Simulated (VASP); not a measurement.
Input of a VASP 6.6.1 run:

INCAR

```
PREC = Accurate
ENCUT = 520
EDIFF = 1E-6
ISMEAR = -1
SIGMA = 0.06122561905347299
LREAL = F
LASPH = T
NELM = 100
ALGO = Normal
ISIF = 2
LWAVE = F
LCHARG = F
GGA = PE
NBANDS = 12
```

File KPOINTS:

```
Automatic mesh
0
Gamma
  14 14 14
```

Contents of POSCAR:

```
In
1.0
   -1.9327005427      1.9327005427      1.9327005427
    1.9327005427     -1.9327005427      1.9327005427
    1.9327005427      1.9327005427     -1.9327005427
In
1
Direct
    0.0000000000      0.0000000000      0.0000000000
```

Potentials or basis: VASP PAW PBE potentials, release 64 (In_d).

Launch:

```console
$ cat potpaw_PBE.64/In_d/POTCAR > POTCAR
$ mpirun -np 1 vasp_std > vasp.out
```

Task: Estimate the band gap on the k mesh.

Result: Zero (an odd number of electrons rules out a gap without spin polarisation).

Task: What does it give for the pressure?

Result: -1.2 GPa.

Caveat: spin-orbit coupling is left out, which moves the levels of the heavy elements.
